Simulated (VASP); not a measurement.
Here is a VASP 6.6.1 calculation.

File INCAR:

```
SYSTEM = W
PREC     = Accurate       ! precision mode
ENCUT    = 520            ! plane-wave cutoff, eV
EDIFF    = 1E-7           ! SCF threshold, eV
ISMEAR   = -1             ! smearing method
SIGMA    = 0.06122561905347299 ! smearing width, eV
LREAL    = .FALSE.        ! projectors in reciprocal space
LASPH    = .TRUE.         ! aspherical terms in the spheres
NELM     = 100            ! most SCF steps
ALGO     = Normal         ! electronic algorithm
ISIF     = 2              ! what is computed and relaxed
LWAVE    = .FALSE.        ! write WAVECAR
LCHARG   = .TRUE.         ! write CHGCAR
GGA      = PE             ! functional
LELF     = .TRUE.         ! ELF
LVHAR    = .TRUE.       
NBANDS   = 13             ! bands
```

The input KPOINTS:

```
Automatic mesh
0
G
  24 24 24
  0 0 0
```

POSCAR

```
W
1.0
   -1.6234700484      1.6234700484      1.6234700484
    1.6234700484     -1.6234700484      1.6234700484
    1.6234700484      1.6234700484     -1.6234700484
W
1
Direct
    0.0000000000      0.0000000000      0.0000000000
```

Potentials or basis: VASP PAW PBE potentials, release 64 (W_sv).

Command:

```bash
$ cat potpaw_PBE.64/W_sv/POTCAR > POTCAR
$ mpirun -np 1 vasp_std > vasp.out
```

**Question.** What does it give for the band gap on the k mesh?

**Answer.** Zero (bands 7 and 8 overlap by 5.74 eV).

**Question.** What does it give for the pressure?

**Answer.** -15.5 GPa.

Caveat: the cell stands under tension; spin-orbit coupling is left out, which moves the levels of the heavy elements.
